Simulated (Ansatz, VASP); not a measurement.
## FeCo: VASP beside Ansatz

The input INCAR:

```
SYSTEM = FeCo
PREC = Accurate
ENCUT = 600
EDIFF = 1E-6
ISMEAR = -1
SIGMA = 0.05
LREAL = .FALSE.
LASPH = .TRUE.
NELM = 200
ALGO = Normal
ISIF = 2
LWAVE = .FALSE.
LCHARG = .TRUE.
ISPIN = 2
MAGMOM = 3.5 -2.5
LORBIT = 11
LMAXMIX = 4
GGA = PE
LELF = .TRUE.
LVHAR = .TRUE.
NBANDS = 20
GGA_COMPAT = .FALSE.
```

KPOINTS

```
Automatic mesh
0
G
  10 10 10
  0 0 0
```

POSCAR

```
FeCo
1.0
    2.8570000000      0.0000000000      0.0000000000
    0.0000000000      2.8570000000      0.0000000000
    0.0000000000      0.0000000000      2.8570000000
Fe Co
1 1
Direct
    0.5000000000      0.5000000000      0.5000000000
    0.0000000000      0.0000000000      0.0000000000
```

Input for Ansatz:

```yaml
crystal:
  lattice:
    - [2.857, 0.0, 0.0]
    - [0.0, 2.857, 0.0]
    - [0.0, 0.0, 2.857]
  atoms:
    - { symbol: Fe, position: [0.5, 0.5, 0.5], spin: 3.5 }
    - { symbol: Co, position: [0.0, 0.0, 0.0], spin: -2.5 }
basis:
  ecutwfc: 450.0
kpoints:
  mp_grid:
    grid: [10, 10, 10]
hamiltonian:
  xc: pbe
magnetization:
  spin_polarized: true
scf:
  convergence:
    dr2_threshold: 1.0e-09
  occupations:
    method: fermi_dirac
    width: 0.05
output:
  eigenvalues: true
```

Alike in both runs: task single point; functional PBE; k mesh 10 × 10 × 10; occupations fermi-dirac, width 0.05 eV; collinear spin.

|  | VASP | Ansatz |
| --- | --- | --- |
| version | VASP 6.6.1 | Ansatz 0.2.0 |
| potentials or method | VASP PAW PBE potentials, release 64 (Fe, Co), cutoff 600 eV | plane waves, PAW |
| valence electrons in the cell | 17 | 33 |

|  | VASP | Ansatz | Ansatz less VASP |
| --- | --- | --- | --- |
| gap on the k mesh at the Fermi level (eV) | none | none | - |
| net moment per atom (μB) | 0.17 | 2.28 | +2.111 |
| size of the moment on the site where the two differ most (μB) | 0.95 | 2.83 | +1.886 |

The net moments are unlike, so the other rows may belong to different states. Site moments also hang on the region over which each program counts them. A gap of «none» marks a metal or a gap that the smearing closes. VASP's potentials hold 17 valence electrons a cell and Ansatz's 33, so a difference there can come from the potentials and not from the codes. Ansatz's warnings: seeded moment not kept.
